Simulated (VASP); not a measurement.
# Al16N16F (a cell with a defect) in VASP: further runs

Runs on Al16N16F (a cell with a defect). Level: PBE. Tasks: single point.

Program: VASP 6.6.1. These are calculated values, not measurements. Logs are shortened: lines on timing, memory, paths and dates and some standing lists are left out, and cuts for length are marked.

### Step 1. The cell of the first run

The cell holds a defect, 33 atoms: a = 6.260 Å, b = 6.260 Å, c = 10.035 Å, α = 90.00°, β = 90.00°, γ = 120.00°.

### Step 2. Single point, PBE

The input, INCAR:

```
PREC = Accurate
ENCUT = 520
EDIFF = 1E-6
ISMEAR = 0
SIGMA = 0.01
LREAL = Auto
LASPH = True
NELM = 80
ALGO = Normal
ISIF = 2
LWAVE = False
LCHARG = True
GGA = PE
LELF = True
LVHAR = True
NELECT = 136.0
NBANDS = 90
```

The input, KPOINTS:

```
Automatic mesh
0
Gamma
  1 1 1
  0.25 0.25 0.25
```

The input, POSCAR:

```
Al16N16F
1.0
    6.2595139092      0.0000000618      0.0000000000
   -3.1297570081      5.4208980298      0.0000000000
    0.0000000000      0.0000000000     10.0348065900
Al N F
16 16 1
Direct
    0.3249719069      0.1640013056      0.2520988339
    0.1654272928      0.3324418674      0.5011705101
    0.3328610873      0.1670728204      0.7514131526
    0.1671832572      0.3381971272      0.9981937836
    0.3323605281      0.6674699366      0.2466884934
    0.1653725005      0.8343795422      0.5014886187
    0.3328139228      0.6670447783      0.7481148544
    0.1670077176      0.8330189648      0.9985097988
    0.8365997012      0.1632106213      0.2515093698
    0.6660783318      0.3336733428      0.5089548187
    0.8327156349      0.1669800117      0.7514526163
    0.6654493148      0.3344450680      1.0035777793
    0.8356909225      0.6748102131      0.2520971757
    0.6672885807      0.8342962326      0.5011235613
    0.8328036257      0.6669204803      0.7513908481
    0.6618810566      0.8327577097      0.9981934239
    0.3444634677      0.1749113517      0.4500668461
    0.1749146580      0.3481650448      0.1819715096
    0.3310716515      0.1691408101      0.9398598003
    0.1669009739      0.3320979574      0.6913589197
    0.3313208009      0.6683211715      0.4405440917
    0.1730167034      0.8263293979      0.1830331596
    0.3308524592      0.6692089758      0.9337241597
    0.1672041164      0.8326808996      0.6916406441
    0.8259805023      0.1739111336      0.4487135683
    0.6671711422      0.3325947239      0.1926407985
    0.8307677165      0.1690338112      0.9395254406
    0.6672806012      0.3324316698      0.6973909516
    0.8246893290      0.6552514665      0.4500206433
    0.6516116043      0.8250750326      0.1819805403
    0.8308936712      0.6687831155      0.9398068509
    0.6677106179      0.8327045466      0.6912936703
   -0.0009383391      0.0007514044      0.3159535809
```

Potentials or basis: VASP PAW PBE potentials, release 64 (Al, N, F).

On the command line:

```bash
cat potpaw_PBE.64/Al/POTCAR potpaw_PBE.64/N/POTCAR potpaw_PBE.64/F/POTCAR > POTCAR
mpirun -np 1 vasp_std > vasp.out
```

OUTCAR:

```text
PREC = Accurate
   ENCUT = 520
   EDIFF = 1E-6
   ISMEAR = 0
   LREAL = Auto
   LASPH = True
   NELM = 80
   ISIF = 2
   GGA = PE
   NELECT = 136.0

 ion  position               nearest neighbor table
   1  0.325  0.164  0.252-  33 1.88  18 1.95  26 1.95  22 1.96  17 1.99   9 3.05  13 3.06   2 3.07
                             6 3.08  12 3.10   8 3.11   4 3.12   5 3.13   5 3.13  10 3.17  13 3.20
   2  0.165  0.332  0.501-  17 1.90  20 1.91  25 1.92  21 1.92  33 2.59   1 3.07   7 3.07   9 3.07
                             3 3.09  11 3.09   6 3.12  14 3.12  10 3.13  10 3.13   5 3.13  14 3.14
   3  0.333  0.167  0.751-  19 1.89  28 1.89  20 1.89  24 1.91  10 3.03   8 3.07   4 3.08   6 3.09
                             2 3.09  12 3.11  15 3.13  11 3.13   7 3.13   7 3.13  11 3.13  15 3.13
   4  0.167  0.338  0.998-  18 1.85  19 1.90  23 1.91  27 1.92   5 3.07  11 3.07   3 3.08   7 3.08
                            16 3.10   8 3.10   9 3.11   1 3.12  12 3.13  12 3.13   8 3.16  16 3.16
   5  0.332  0.667  0.247-  22 1.84  30 1.85  18 1.85  21 1.95   4 3.07  16 3.07   8 3.07  13 3.13
                             1 3.13   9 3.13   9 3.13   1 3.13  13 3.13   6 3.13  14 3.13   2 3.13
   6  0.165  0.834  0.501-  21 1.90  24 1.91  17 1.92  29 1.92  33 2.59   7 3.07   1 3.08  13 3.08
                            15 3.09   3 3.09   2 3.12  14 3.12  10 3.13  10 3.13   5 3.13  14 3.14
   7  0.333  0.667  0.748-  23 1.86  24 1.88  32 1.90  20 1.90   6 3.07  14 3.07   2 3.07   4 3.08
                            16 3.08   8 3.09  11 3.13  15 3.13   3 3.13   3 3.13  15 3.13  11 3.13
   8  0.167  0.833  0.999-  22 1.85  23 1.89  19 1.91  31 1.92   5 3.07   3 3.07  15 3.07   7 3.09
                             4 3.10  16 3.10   1 3.11  13 3.12  12 3.13  12 3.13  16 3.16   4 3.16
   9  0.837  0.163  0.252-  33 1.88  26 1.93  30 1.96  18 1.96  25 1.98  13 3.05   1 3.05  14 3.07
[... 16 lines left out ...]
  18  0.175  0.348  0.182-   4 1.85   5 1.85   1 1.95   9 1.96
  19  0.331  0.169  0.940-   3 1.89   4 1.90   8 1.91  12 1.92
  20  0.167  0.332  0.691-   3 1.89   7 1.90   2 1.91  11 1.91
  21  0.331  0.668  0.441-   6 1.90   2 1.92  14 1.92   5 1.95
  22  0.173  0.826  0.183-   5 1.84   8 1.85  13 1.96   1 1.96
[... 8 lines left out ...]
  31  0.831  0.669  0.940-  15 1.89  16 1.90   8 1.92  12 1.92
  32  0.668  0.833  0.691-  15 1.89   7 1.90  14 1.91  11 1.91
  33  0.999  0.001  0.316-   9 1.88   1 1.88  13 1.88  14 2.59   2 2.59   6 2.59

  LATTYP: Found a hexagonal cell.
 ALAT       =     6.2595139092
 C/A-ratio  =     1.6031287310

  Lattice vectors:

 A1 = (   6.2595139092,   0.0000000618,   0.0000000000)
 A2 = (  -3.1297570081,   5.4208980298,   0.0000000000)
 A3 = (   0.0000000000,   0.0000000000,  10.0348065900)

Analysis of symmetry for initial positions (statically):
=====================================================================
 Subroutine PRICEL returns:
 Original cell was already a primitive cell.

 Routine SETGRP: Setting up the symmetry group for a
 hexagonal supercell.

 Subroutine GETGRP returns: Found  1 space group operations
 (whereof  1 operations were pure point group operations)
 out of a pool of 24 trial point group operations.

The static configuration has the point symmetry C_1 .

Analysis of symmetry for dynamics (positions and initial velocities):
=====================================================================
 Subroutine PRICEL returns:
 Original cell was already a primitive cell.

 Routine SETGRP: Setting up the symmetry group for a
 hexagonal supercell.

 Subroutine GETGRP returns: Found  1 space group operations
 (whereof  1 operations were pure point group operations)
 out of a pool of 24 trial point group operations.

The dynamic configuration has the point symmetry C_1 .

 Subroutine INISYM returns: Found  1 space group operations
 (whereof  1 operations are pure point group operations),
 and found     1 'primitive' translations

----------------------------------------------------------------------------------------

                                     Primitive cell

  volume of cell :     340.5029

  direct lattice vectors                    reciprocal lattice vectors
     6.259513909  0.000000062  0.000000000     0.159756813  0.092235641  0.000000000
    -3.129757008  5.420898030  0.000000000    -0.000000002  0.184471279  0.000000000
     0.000000000  0.000000000 10.034806590     0.000000000  0.000000000  0.099653141

  length of vectors
     6.259513909  6.259513909 10.034806590     0.184471279  0.184471279  0.099653141

  position of ions in fractional coordinates (direct lattice)
     0.324971907  0.164001306  0.252098834
[... 74 lines left out ...]
 Grid dimensions read from file:
 generate k-points for:    1    1    1

 Generating k-lattice:

  Cartesian coordinates                     Fractional coordinates (reciprocal lattice)
     0.159756813  0.092235641  0.000000000     1.000000000 -0.000000000  0.000000000
    -0.000000002  0.184471279  0.000000000     0.000000000  1.000000000  0.000000000
     0.000000000  0.000000000  0.099653141     0.000000000  0.000000000  1.000000000

  Length of vectors
     0.184471279  0.184471279  0.099653141

  Shift w.r.t. Gamma in fractional coordinates (k-lattice)
     0.250000000  0.250000000  0.250000000

 Subroutine IBZKPT returns following result:
 ===========================================

 Found      6 irreducible k-points:

 Following reciprocal coordinates:
            Coordinates               Weight
  0.250000  0.250000  0.250000      2.000000
 -0.250000  0.500000  0.250000      2.000000
  0.500000  0.250000  0.250000      2.000000
 -0.250000 -0.250000  0.250000      2.000000
  0.250000  0.500000  0.250000      2.000000
  0.500000 -0.250000  0.250000      2.000000
   k-points           NKPTS =      6   k-points in BZ     NKDIM =      6   number of bands    NBANDS=     90
   number of dos      NEDOS =    301   number of ions     NIONS =     33
   total plane-waves  NPLWV = 184320
   dimension x,y,z NGX =    48 NGY =   48 NGZ =   80
   dimension x,y,z NGXF=    96 NGYF=   96 NGZF=  160
   ions per type =              16  16   1
   NGX,Y,Z   is equivalent  to a cutoff of  12.75, 12.75, 13.25 a.u.
   NGXF,Y,Z  is equivalent  to a cutoff of  25.50, 25.50, 26.51 a.u.
 SYSTEM =  unknown system
   PREC   = accura    normal or accurate (medium, high low for compatibility)
   ISTART =      0    job   : 0-new  1-cont  2-samecut
   ICHARG =      2    charge: 1-file 2-atom 10-const
   ISPIN  =      1    spin polarized calculation?
   LNONCOLLINEAR =      F non collinear calculations
   LSORBIT =      F    spin-orbit coupling
   LASPH  =      T    aspherical Exc in radial PAW
   ENCUT  =  520.0 eV  38.22 Ry    6.18 a.u.  11.64 11.64 18.66*2*pi/ulx,y,z
   NELM   =     80;   NELMIN=  2; NELMDL= -5     # of ELM steps
   EDIFF  = 0.1E-05   stopping-criterion for ELM
   LREAL  =      T    real-space projection
   EDIFFG = 0.1E-04   stopping-criterion for IOM
   NSW    =      0    number of steps for IOM
   IBRION =     -1    ionic relax: 0-MD 1-quasi-New 2-CG
   NFREE  =      0    steps in history (QN), initial steepest desc. (CG)
   ISIF   =      2    stress and relaxation
   ISYM   =      2    0-nonsym 1-usesym 2-fastsym
   POTIM  = 0.5000    time-step for ionic-motion
   TEBEG  =    0.0;   TEEND  =   0.0 temperature during run
   PSTRESS=    0.0 pullay stress
   NELECT =     136.0000    total number of electrons
   NUPDOWN=      -1.0000    fix difference up-down
   EMIN   =  10.00;   EMAX   =-10.00  energy-range for DOS
   EFERMI =   0.00;   METHOD = LEGACY
   ISMEAR =     0;   SIGMA  =   0.01  broadening in eV -4-tet -1-fermi 0-gaus
   EFERMI_NEDOS =   21; number of points for ismear=-14 and -15
   IALGO  =     38    algorithm
   IMIX   =      4    mixing-type and parameters
     AMIX     =   0.40;   BMIX     =  1.00
     AMIX_MAG =   1.60;   BMIX_MAG =  1.00
  volume/ion in A,a.u.               =      10.32        69.63
  Fermi-wavevector in a.u.,A,eV,Ry     =   1.205630  2.278311 19.776675  1.453545
  Thomas-Fermi vector in A             =   2.341321
   LORBIT       =      0    0 simple, 1 ext, 2 COOP (PROOUT), +10 PAW based schemes
   GGA     = PE    functional components
   LHFCALC =     F    Hartree Fock is set to
   AEXX    =    0.0000 exact exchange contribution
   IVDW    =     0    specifies the selected vdW correction
   LEPSILON=     F    determine dielectric tensor
   LRPA    =     F    only Hartree local field effects (RPA)
 non-spin polarized calculation
 Gauss-broadening in eV      SIGMA  =   0.01
  energy-cutoff  :      520.00
  volume of cell :      340.50
 maximum number of plane-waves:      9148
 NGX is ok and might be reduce to    48
   NGX = 23   NGY = 23   NGZ = 37

 number of electron     135.9999986 magnetization

 Free energy of the ion-electron system (eV)
  ---------------------------------------------------
  ext. energy  EPLUGINS =         0.00000000
  ---------------------------------------------------
  free energy    TOTEN  =      -235.30493315 eV

  energy without entropy =     -235.30493315  energy(sigma->0) =     -235.30493315

 E-fermi :   6.1401     XC(G=0): -10.9989

 val. band max:        6.0448485011   @ k =  -0.2500  -0.2500   0.2500
 cond. band min:      11.5348855889   @ k =   0.5000  -0.2500   0.2500
 fundamental gap:      5.4900370878
 Fermi energy:         6.1401087686

 k-point     1 :       0.2500    0.2500    0.2500
  band No.  band energies     occupation
      1     -17.8722      2.00000
      2      -8.4690      2.00000
      3      -7.9453      2.00000
      4      -7.8704      2.00000
      5      -7.8043      2.00000
      6      -7.4330      2.00000
[... 487 lines left out ...]
     79      13.1396      0.00000
     80      13.4116      0.00000
 [bands above 80 left out]

------------------------ aborting loop because EDIFF is reached ----------------------------------------

  FORCE on cell =-STRESS in cart. coord.  units (eV):
  Direction    XX          YY          ZZ          XY          YZ          ZX
  --------------------------------------------------------------------------------------
  -------------------------------------------------------------------------------------
  Total       16.7127366     14.8109542     28.6696453     -1.6330448      0.0447519     -0.0999038
  in kB       78.6388757     69.6903694    134.9000299     -7.6840081      0.2105725     -0.4700799
  external PRESSURE =      94.4097583 kB  Pullay stress =       0.0000000 kB

 VOLUME and BASIS-vectors are now :
 -----------------------------------------------------------------------------
  energy-cutoff  :      520.00
  volume of cell :      340.50
      direct lattice vectors                 reciprocal lattice vectors
     6.259513909  0.000000062  0.000000000     0.159756813  0.092235641  0.000000000
    -3.129757008  5.420898030  0.000000000    -0.000000002  0.184471279  0.000000000
     0.000000000  0.000000000 10.034806590     0.000000000  0.000000000  0.099653141

 POSITION                                       TOTAL-FORCE (eV/Angst)
 -----------------------------------------------------------------------------------
      1.52088      0.88903      2.52976         0.098903     -0.051241      0.010832
     -0.00497      1.80213      5.02915        -0.128879      0.073459      0.004579
      1.56065      0.90568      7.54029         0.107054     -0.062760      0.013555
     -0.01199      1.83333     10.01668        -0.100699      0.062148     -0.015588
     -0.00860      3.61829      2.47547         0.073825     -0.050900     -0.002428
     -1.57625      4.52309      5.03234        -0.136238      0.073027     -0.019048
[... 25 lines left out ...]
      1.57338      4.51401      6.93700        -0.187350      0.106236      0.020072
      6.25129      0.00407      3.17053         0.016399     -0.011123      0.010496
 -----------------------------------------------------------------------------------
    total drift:                               -0.011625      0.005216     -0.009698

  FREE ENERGIE OF THE ION-ELECTRON SYSTEM (eV)
  ---------------------------------------------------
  free  energy   TOTEN  =      -235.3049331458 eV

  energy  without entropy=     -235.3049331458  energy(sigma->0) =     -235.30493315
```

Wall time 11 min (1 thread of Intel Xeon Platinum 8375C at 2.90GHz (Ice Lake), shared host); peak memory 0.47 GiB.

Results:

| Property | Result |
| --- | --- |
| Free energy | -235.3049 eV |
| Largest force | 0.231 eV/Å |

Forces in eV/Å, atoms in the order of the input:
```
Al   0.099 -0.051  0.011
Al  -0.129  0.073  0.005
Al   0.107 -0.063  0.014
Al  -0.101  0.062 -0.016
Al   0.074 -0.051 -0.002
Al  -0.136  0.073 -0.019
Al   0.126 -0.074  0.004
Al  -0.112  0.060  0.060
Al   0.069 -0.033  0.015
Al  -0.077  0.043  0.003
Al   0.128 -0.077 -0.012
Al  -0.114  0.066  0.007
Al   0.091 -0.065  0.012
Al  -0.134  0.081  0.006
Al   0.109 -0.065  0.013
Al  -0.108  0.050 -0.015
N    0.134 -0.132 -0.068
N   -0.135  0.032  0.063
N    0.182 -0.106 -0.034
N   -0.169  0.109  0.014
N    0.179 -0.098 -0.002
N   -0.066  0.057 -0.132
N    0.170 -0.100  0.001
N   -0.198  0.111 -0.039
N    0.074 -0.052  0.091
N   -0.176  0.100 -0.016
N    0.184 -0.099  0.049
N   -0.182  0.109 -0.014
N    0.194 -0.047 -0.064
N   -0.087  0.092  0.060
N    0.173 -0.100 -0.025
N   -0.187  0.106  0.020
F    0.016 -0.011  0.010
```

Caveat: the k points lie up to 0.58 Å⁻¹ apart; the cell carries a net charge on a neutralising background, which shifts energy and pressure; the cell is charged against a uniform background, so pressure and absolute levels hang on convention.

[end of part 1 of 2]
